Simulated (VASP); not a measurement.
# Ir (Fm-3m) in VASP: notebook

Runs on Ir. Level: r2SCAN. Tasks: single point.

Program: VASP 6.6.1. These are calculated values, not measurements. Logs are shortened: lines on timing, memory, paths and dates and some standing lists are left out, and cuts for length are marked.

## 1. The cell of the first run

It takes space group Fm-3m (No. 225, cubic). Conventional cell: a = 3.799 Å, b = 3.799 Å, c = 3.799 Å, α = 90.00°, β = 90.00°, γ = 90.00°. Within 3.5 Å of Ir (site symmetry m-3m) lie 12 Ir at 2.69 Å.

## 2. Single point, r2SCAN (13.70 Å³/atom)

POSCAR reads:

```
Ir
1.0
    0.0000000000      1.8992957852      1.8992957852
    1.8992957852      0.0000000000      1.8992957852
    1.8992957852      1.8992957852      0.0000000000
Ir
1
Direct
    0.0000000000      0.0000000000      0.0000000000
```

INCAR.step1 reads:

```
PREC = Accurate
ENCUT = 520
ISMEAR = 0
SIGMA = 0.05
LREAL = False
LASPH = True
NELM = 100
NBANDS = 10
GGA = PE
ALGO = Normal
EDIFF = 1E-4
LWAVE = True
LCHARG = False
```

INCAR.step2 reads:

```
PREC = Accurate
ENCUT = 520
EDIFF = 1E-7
ISMEAR = 0
SIGMA = 0.05
LREAL = False
LASPH = True
NELM = 100
ALGO = Normal
ISIF = 2
LWAVE = False
LCHARG = True
METAGGA = R2SCAN
LMIXTAU = True
LELF = True
LVHAR = True
NBANDS = 10
ISTART = 1
```

KPOINTS reads:

```
Automatic mesh
0
Gamma
  18 18 18
```

Potentials or basis: VASP PAW PBE potentials, release 64 (Ir).

On the command line:

```sh
> cat potpaw_PBE.64/Ir/POTCAR > POTCAR
> cp INCAR.step1 INCAR
> mpirun -np 1 vasp_std > vasp.out
> cp INCAR.step2 INCAR
> mpirun -np 1 vasp_std > vasp.out
```

OUTCAR:

```text
PREC = Accurate
   ENCUT = 520
   EDIFF = 1E-7
   ISMEAR = 0
   LREAL = False
   LASPH = True
   NELM = 100
   ISIF = 2
   METAGGA = R2SCAN
   ISTART = 1

 ion  position               nearest neighbor table
   1  0.000  0.000  0.000-

  LATTYP: Found a face centered cubic cell.
 ALAT       =     3.7985915704

  Lattice vectors:

 A1 = (   0.0000000000,   1.8992957852,   1.8992957852)
 A2 = (   1.8992957852,   0.0000000000,   1.8992957852)
 A3 = (   1.8992957852,   1.8992957852,   0.0000000000)

Analysis of symmetry for initial positions (statically):
=====================================================================
 Subroutine PRICEL returns:
 Original cell was already a primitive cell.

 Routine SETGRP: Setting up the symmetry group for a
 face centered cubic supercell.

 Subroutine GETGRP returns: Found 48 space group operations
 (whereof 48 operations were pure point group operations)
 out of a pool of 48 trial point group operations.

The static configuration has the point symmetry O_h .

Analysis of symmetry for dynamics (positions and initial velocities):
=====================================================================
 Subroutine PRICEL returns:
 Original cell was already a primitive cell.

 Routine SETGRP: Setting up the symmetry group for a
 face centered cubic supercell.

 Subroutine GETGRP returns: Found 48 space group operations
 (whereof 48 operations were pure point group operations)
 out of a pool of 48 trial point group operations.

The dynamic configuration has the point symmetry O_h .

 Subroutine INISYM returns: Found 48 space group operations
 (whereof 48 operations are pure point group operations),
 and found     1 'primitive' translations

----------------------------------------------------------------------------------------

                                     Primitive cell

  volume of cell :      13.7028

  direct lattice vectors                    reciprocal lattice vectors
     0.000000000  1.899295785  1.899295785    -0.263255468  0.263255468  0.263255468
     1.899295785  0.000000000  1.899295785     0.263255468 -0.263255468  0.263255468
     1.899295785  1.899295785  0.000000000     0.263255468  0.263255468 -0.263255468

  length of vectors
     2.686009858  2.686009858  2.686009858     0.455971845  0.455971845  0.455971845

  position of ions in fractional coordinates (direct lattice)
     0.000000000  0.000000000  0.000000000

  ion indices of the primitive-cell ions
   primitive index   ion index
                 1           1

----------------------------------------------------------------------------------------

 KPOINTS: Automatic mesh

Automatic generation of k-mesh.
 Grid dimensions read from file:
 generate k-points for:   18   18   18

 Generating k-lattice:

  Cartesian coordinates                     Fractional coordinates (reciprocal lattice)
    -0.014625304  0.014625304  0.014625304     0.055555556  0.000000000  0.000000000
     0.014625304 -0.014625304  0.014625304     0.000000000  0.055555556  0.000000000
     0.014625304  0.014625304 -0.014625304     0.000000000  0.000000000  0.055555556

  Length of vectors
     0.025331769  0.025331769  0.025331769

  Shift w.r.t. Gamma in fractional coordinates (k-lattice)
     0.000000000  0.000000000  0.000000000

 Subroutine IBZKPT returns following result:
 ===========================================

 Found    195 irreducible k-points:

 Following reciprocal coordinates:
            Coordinates               Weight
  0.000000  0.000000  0.000000      1.000000
  0.055556  0.000000  0.000000      8.000000
  0.111111  0.000000  0.000000      8.000000
  0.166667  0.000000  0.000000      8.000000
  0.222222  0.000000  0.000000      8.000000
  0.277778  0.000000  0.000000      8.000000
[... 16 lines left out ...]
 -0.277778  0.055556  0.000000     24.000000
 -0.222222  0.055556  0.000000     24.000000
 [... further k-points ...]
   k-points           NKPTS =    195   k-points in BZ     NKDIM =    195   number of bands    NBANDS=     10
   number of dos      NEDOS =    301   number of ions     NIONS =      1
   total plane-waves  NPLWV =   8000
   dimension x,y,z NGX =    20 NGY =   20 NGZ =   20
   dimension x,y,z NGXF=    40 NGYF=   40 NGZF=   40
   ions per type =               1
   NGX,Y,Z   is equivalent  to a cutoff of  12.38, 12.38, 12.38 a.u.
   NGXF,Y,Z  is equivalent  to a cutoff of  24.76, 24.76, 24.76 a.u.
 SYSTEM =  unknown system
   PREC   = accura    normal or accurate (medium, high low for compatibility)
   ISTART =      1    job   : 0-new  1-cont  2-samecut
   ICHARG =      0    charge: 1-file 2-atom 10-const
   ISPIN  =      1    spin polarized calculation?
   LNONCOLLINEAR =      F non collinear calculations
   LSORBIT =      F    spin-orbit coupling
   LASPH  =      T    aspherical Exc in radial PAW
   ENCUT  =  520.0 eV  38.22 Ry    6.18 a.u.   4.99  4.99  4.99*2*pi/ulx,y,z
   NELM   =    100;   NELMIN=  2; NELMDL=  0     # of ELM steps
   EDIFF  = 0.1E-06   stopping-criterion for ELM
   LREAL  =      F    real-space projection
   EDIFFG = 0.1E-05   stopping-criterion for IOM
   NSW    =      0    number of steps for IOM
   IBRION =     -1    ionic relax: 0-MD 1-quasi-New 2-CG
   NFREE  =      0    steps in history (QN), initial steepest desc. (CG)
   ISIF   =      2    stress and relaxation
   ISYM   =      2    0-nonsym 1-usesym 2-fastsym
   POTIM  = 0.5000    time-step for ionic-motion
   TEBEG  =    0.0;   TEEND  =   0.0 temperature during run
   PSTRESS=    0.0 pullay stress
   NELECT =       9.0000    total number of electrons
   NUPDOWN=      -1.0000    fix difference up-down
   EMIN   =  10.00;   EMAX   =-10.00  energy-range for DOS
   EFERMI =   0.00;   METHOD = LEGACY
   ISMEAR =     0;   SIGMA  =   0.05  broadening in eV -4-tet -1-fermi 0-gaus
   EFERMI_NEDOS =   21; number of points for ismear=-14 and -15
   IALGO  =     38    algorithm
   IMIX   =      4    mixing-type and parameters
     AMIX     =   0.40;   BMIX     =  1.00
     AMIX_MAG =   1.60;   BMIX_MAG =  1.00
  volume/ion in A,a.u.               =      13.70        92.47
  Fermi-wavevector in a.u.,A,eV,Ry     =   1.423049  2.689172 27.552713  2.025067
  Thomas-Fermi vector in A             =   2.543688
   LORBIT       =      0    0 simple, 1 ext, 2 COOP (PROOUT), +10 PAW based schemes
   METAGGA = R2SCAN    functional components
   LHFCALC =     F    Hartree Fock is set to
   AEXX    =    0.0000 exact exchange contribution
   IVDW    =     0    specifies the selected vdW correction
   LEPSILON=     F    determine dielectric tensor
   LRPA    =     F    only Hartree local field effects (RPA)
 non-spin polarized calculation
 Gauss-broadening in eV      SIGMA  =   0.05
  energy-cutoff  :      520.00
  volume of cell :       13.70
 maximum number of plane-waves:       380
   NGX =  9   NGY =  9   NGZ =  9

 number of electron       9.0000001 magnetization

 Free energy of the ion-electron system (eV)
  ---------------------------------------------------
  ext. energy  EPLUGINS =         0.00000000
  ---------------------------------------------------
  free energy    TOTEN  =       -52.33713525 eV

  energy without entropy =      -52.33604905  energy(sigma->0) =      -52.33659215

 E-fermi :  10.7972     XC(G=0): -15.5499

 val. band max:       10.7930755239   @ k =   0.5000   0.2222   0.1111
 cond. band min:      10.8050151318   @ k =  -0.3333   0.3333   0.0000
 fundamental gap:      0.0119396079
 Fermi energy:        10.7972196530

 k-point     1 :       0.0000    0.0000    0.0000
  band No.  band energies     occupation
      1      -1.1451      2.00000
      2       6.5412      2.00000
      3       6.5412      2.00000
      4       6.5412      2.00000
      5       9.3993      2.00000
      6       9.3993      2.00000
      7      25.7701      0.00000
      8      31.8354      0.00000
      9      31.8354      0.00000
     10      31.8354      0.00000

 k-point     2 :       0.0556    0.0000    0.0000
  band No.  band energies     occupation
      1      -0.9963      2.00000
      2       6.4588      2.00000
      3       6.6067      2.00000
      4       6.6067      2.00000
      5       9.3562      2.00000
      6       9.3562      2.00000
      7      26.0295      0.00000
      8      31.0797      0.00000
      9      32.0798      0.00000
     10      32.0798      0.00000

 k-point     3 :       0.1111    0.0000    0.0000
  band No.  band energies     occupation
      1      -0.5660      2.00000
      2       6.2481      2.00000
      3       6.7775      2.00000
      4       6.7775      2.00000
      5       9.2626      2.00000
      6       9.2626      2.00000
      7      26.7415      0.00000
      8      29.5719      0.00000
      9      32.7899      0.00000
     10      32.7899      0.00000

 k-point     4 :       0.1667    0.0000    0.0000
  band No.  band energies     occupation
      1       0.0899      2.00000
      2       6.0121      2.00000
      3       6.9653      2.00000
      4       6.9653      2.00000
      5       9.2307      2.00000
      6       9.2307      2.00000
      7      27.5494      0.00000
      8      28.1015      0.00000
      9      33.8990      0.00000
     10      33.8990      0.00000

 k-point     5 :       0.2222    0.0000    0.0000
  band No.  band energies     occupation
      1       0.8510      2.00000
      2       5.9171      2.00000
      3       7.0330      2.00000
      4       7.0330      2.00000
      5       9.4185      2.00000
      6       9.4185      2.00000
      7      26.2803      0.00000
      8      28.4887      0.00000
      9      35.2794      0.00000
     10      35.2794      0.00000

 k-point     6 :       0.2778    0.0000    0.0000
  band No.  band energies     occupation
      1       1.5094      2.00000
      2       6.1915      2.00000
      3       6.9295      2.00000
      4       6.9295      2.00000
      5       9.8787      2.00000
      6       9.8787      2.00000
      7      24.6722      0.00000
      8      28.2239      0.00000
      9      36.2794      0.00000
     10      36.2794      0.00000
[... 183 lines left out ...]
 k-point    21 :      -0.3889    0.0556    0.0000
  band No.  band energies     occupation
      1       2.1169      2.00000
      2       6.4136      2.00000
      3       6.5808      2.00000
      4       8.2886      2.00000
      5      11.0128      0.00000
      6      11.9485      0.00000
      7      20.4652      0.00000
      8      26.1744      0.00000
      9      31.9218      0.00000
     10      33.3494      0.00000

 k-point    22 :      -0.3333    0.0556    0.0000
  band No.  band energies     occupation
      1       2.0661      2.00000
      2       6.6003      2.00000
      3       6.7481      2.00000
      4       7.1445      2.00000
      5      10.3386      2.00000
      6      11.3272      0.00000
      7      22.3591      0.00000
      8      26.9973      0.00000
      9      32.8902      0.00000
     10      35.0823      0.00000

 k-point    23 :      -0.2778    0.0556    0.0000
  band No.  band energies     occupation
      1       1.8008      2.00000
      2       6.2136      2.00000
      3       6.8431      2.00000
      4       6.9551      2.00000
      5       9.6478      2.00000
      6      10.6503      1.99997
      7      24.2204      0.00000
      8      28.0637      0.00000
      9      34.0164      0.00000
     10      36.0561      0.00000

 k-point    24 :      -0.2222    0.0556    0.0000
  band No.  band energies     occupation
      1       1.2211      2.00000
      2       5.8156      2.00000
      3       7.0150      2.00000
      4       7.1152      2.00000
      5       9.1028      2.00000
      6      10.0467      2.00000
      7      25.8905      0.00000
      8      28.6904      0.00000
      9      34.2360      0.00000
     10      35.6186      0.00000

 [... further k-points ...]

------------------------ aborting loop because EDIFF is reached ----------------------------------------

  FORCE on cell =-STRESS in cart. coord.  units (eV):
  Direction    XX          YY          ZZ          XY          YZ          ZX
  --------------------------------------------------------------------------------------
  -------------------------------------------------------------------------------------
  Total        1.5193702      1.5193702      1.5193702      0.0000000      0.0000000      0.0000000
  in kB      177.6504798    177.6504798    177.6504798      0.0000000      0.0000000      0.0000000
  external PRESSURE =     177.6504798 kB  Pullay stress =       0.0000000 kB

 VOLUME and BASIS-vectors are now :
 -----------------------------------------------------------------------------
  energy-cutoff  :      520.00
  volume of cell :       13.70
      direct lattice vectors                 reciprocal lattice vectors
     0.000000000  1.899295785  1.899295785    -0.263255468  0.263255468  0.263255468
     1.899295785  0.000000000  1.899295785     0.263255468 -0.263255468  0.263255468
     1.899295785  1.899295785  0.000000000     0.263255468  0.263255468 -0.263255468

 POSITION                                       TOTAL-FORCE (eV/Angst)
 -----------------------------------------------------------------------------------
      0.00000      0.00000      0.00000        -0.000000      0.000000     -0.000000
 -----------------------------------------------------------------------------------
    total drift:                               -0.000000     -0.000000     -0.000000

  FREE ENERGIE OF THE ION-ELECTRON SYSTEM (eV)
  ---------------------------------------------------
  free  energy   TOTEN  =       -52.3371352495 eV

  energy  without entropy=      -52.3360490460  energy(sigma->0) =      -52.33659215
```

Wall time 3.4 min (1 thread of AMD EPYC 7R13, shared host); peak memory 0.12 GiB.

What came out:

* Free energy: -52.3371 eV
* Pressure: 17.8 GPa
* Band gap on the k mesh: zero (an odd number of electrons rules out a gap without spin polarisation)

Caveat: the cell stands under pressure; the PAW data sets were made with another functional, which shifts forces and pressure a little; spin-orbit coupling is left out, which moves the levels of the heavy elements.

## 3. Single point, r2SCAN (14.20 Å³/atom)

This run uses another cell than the first one, of 14.20 Å³/atom.

POSCAR reads:

```
Ir
1.0
    0.0000000000      1.9221589938      1.9221589938
    1.9221589938      0.0000000000      1.9221589938
    1.9221589938      1.9221589938      0.0000000000
Ir
1
Direct
    0.0000000000      0.0000000000      0.0000000000
```

INCAR.step1 reads:

```
ALGO = Normal
EDIFF = 1E-4
ENCUT = 520
GGA = PE
ISMEAR = 0
LASPH = T
LCHARG = F
LREAL = F
LWAVE = T
NBANDS = 10
NELM = 100
PREC = Accurate
SIGMA = 0.05
```

INCAR.step2 reads:

```
ALGO = Normal
EDIFF = 1E-7
ENCUT = 520
ISIF = 2
ISMEAR = 0
ISTART = 1
LASPH = T
LCHARG = F
LMIXTAU = T
LREAL = F
LWAVE = F
METAGGA = R2SCAN
NBANDS = 10
NELM = 100
PREC = Accurate
SIGMA = 0.05
```

KPOINTS reads:

```
k-points
0
Gamma
  18 18 18
```

Potentials or basis: VASP PAW PBE potentials, release 64 (Ir).

On the command line:

```sh
> cat potpaw_PBE.64/Ir/POTCAR > POTCAR
> cp INCAR.step1 INCAR
> mpirun -np 1 vasp_std > vasp.out
> cp INCAR.step2 INCAR
> mpirun -np 1 vasp_std > vasp.out
```

It took 3.4 min on 1 thread of AMD EPYC 7R13, shared host; peak memory 0.12 GiB.

The run converged. Its results:

```yaml
Free_energy: -52.3679 eV
Pressure: 2.4 GPa
Band_gap_on_the_k_mesh: zero (an odd number of electrons rules out a gap without spin polarisation)
```

Levels at points of the mesh, in eV from the Fermi level:
```
           k point  band 1  band 2  band 3  band 4  band 5  band 6  band 7  band 8  band 9
(0.00, 0.00, 0.00)  -11.53   -4.03   -4.03   -4.03   -1.33   -1.33   15.06   20.90   20.90
(0.50, 0.00, 0.00)   -8.42   -4.18   -4.18   -0.74    0.88    0.88    7.57   14.69   20.74
(0.50, 0.50, 0.00)   -8.21   -7.63    0.78    1.51    1.51    1.73   10.97   12.26   12.26
```

Caveat: the PAW data sets were made with another functional, which shifts forces and pressure a little; spin-orbit coupling is left out, which moves the levels of the heavy elements.
